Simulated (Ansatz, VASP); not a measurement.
## GaC: VASP beside Ansatz

```
Ga C
1.0
     2.81102    0.00000    0.00000
     0.00000    2.81102    0.00000
     0.00000    0.00000    2.81102
Ga C
1 1
Cartesian
  0.0000 0.0000 0.0000
  1.4055 1.4055 1.4055
```

Alike in both runs: functional PBE; k mesh 20 × 20 × 20; occupations gaussian, width 0.1 eV; no spin polarisation.

Ansatz relaxed the structure, and its values are those at the end. VASP's run is a single point on that final structure, the one shown.

|  | VASP | Ansatz |
| --- | --- | --- |
| version | VASP 6.6.1 | Ansatz 0.2.0 |
| potentials or method | VASP PAW PBE potentials, release 64 (Ga_d, C), cutoff 600 eV | scalar-relativistic, plane waves, PAW |
| valence electrons in the cell | 17 | 17 |

VASP gave:

- gap on the k mesh at the Fermi level (eV): none
- pressure (GPa): 0.3

Problem. Which values does Ansatz return?

Solution. gap on the k mesh at the Fermi level (eV): none; pressure (GPa): 0.0.

A gap of «none» marks a metal or a gap that the smearing closes.
